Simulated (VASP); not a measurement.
A run of VASP 6.6.1 is set up as follows.

File INCAR:

```
ALGO     = Normal         # electronic algorithm
EDIFF    = 1E-6           # SCF threshold, eV
ENCUT    = 520            # plane-wave cutoff, eV
GGA      = PE             # functional
ISIF     = 2              # what is computed and relaxed
ISMEAR   = -1             # smearing method
LASPH    = True           # aspherical terms in the spheres
LCHARG   = True           # write CHGCAR
LELF     = True           # ELF
LREAL    = False          # projectors in reciprocal space
LVHAR    = True         
LWAVE    = False          # write WAVECAR
NBANDS   = 12             # bands
NELM     = 80             # most SCF steps
PREC     = Accurate       # precision mode
SIGMA    = 0.05           # smearing width, eV
```

KPOINTS

```
k-points
0
Gamma
  9 9 9
```

POSCAR

```
In
1.0
   -1.8825250000      1.8825250000      1.8825250000
    1.8825250000     -1.8825250000      1.8825250000
    1.8825250000      1.8825250000     -1.8825250000
In
1
Direct
    0.0000000000      0.0000000000      0.0000000000
```

Potentials or basis: VASP PAW PBE potentials, release 64 (In_d).

Command:

```console
$ cat potpaw_PBE.64/In_d/POTCAR > POTCAR
$ mpirun -np 1 vasp_std > vasp.out
```

Question: Predict the pressure.

Answer: 1.9 GPa.
